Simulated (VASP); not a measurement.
A run of VASP 6.6.1 is set up as follows.

Contents of INCAR:

```
  PREC = Accurate
  ENCUT = 600
  EDIFF = 1E-6
  ISMEAR = 0
  SIGMA = 0.1
  LREAL = False
  LASPH = True
  NELM = 200
  ALGO = Normal
  ISIF = 2
  LWAVE = False
  LCHARG = False
  LDAU = True
  LDAUTYPE = 2
  LDAUL = -1 1
  LDAUU = 0 1.7
  LDAUJ = 0 0
  LDAUPRINT = 1
  GGA = PE
  NBANDS = 15
  GGA_COMPAT = False
```

The input KPOINTS:

```
Automatic mesh
0
Gamma
  2 2 2
```

File POSCAR:

```
KF
1.0
    3.2589550000      0.0000000000      0.0000000000
    0.0000000000      3.2589550000      0.0000000000
    0.0000000000      0.0000000000      3.2589550000
K F
1 1
Direct
    0.0183554895     -0.0597856008     -0.0041215587
    0.5552219688      0.4489853325      0.5312716131
```

Potentials or basis: VASP PAW PBE potentials, release 64 (K_sv, F).

Run with:

```console
$ cat potpaw_PBE.64/K_sv/POTCAR potpaw_PBE.64/F/POTCAR > POTCAR
$ mpirun -np 1 vasp_std > vasp.out
```

Task: Estimate the band gap on the k mesh.

Result: 6.37 eV (least direct gap 6.42 eV).

Task: Estimate the pressure.

Result: 1.0 GPa.

Task: Predict the largest force.

Result: 0.099 eV/Å.

Stress tensor (GPa, compression positive):
```
1.00 0.09 0.33
0.09 0.98 0.08
0.33 0.08 1.00
```

Caveat: the k points lie up to 0.96 Å⁻¹ apart. A k mesh can miss the band edges.
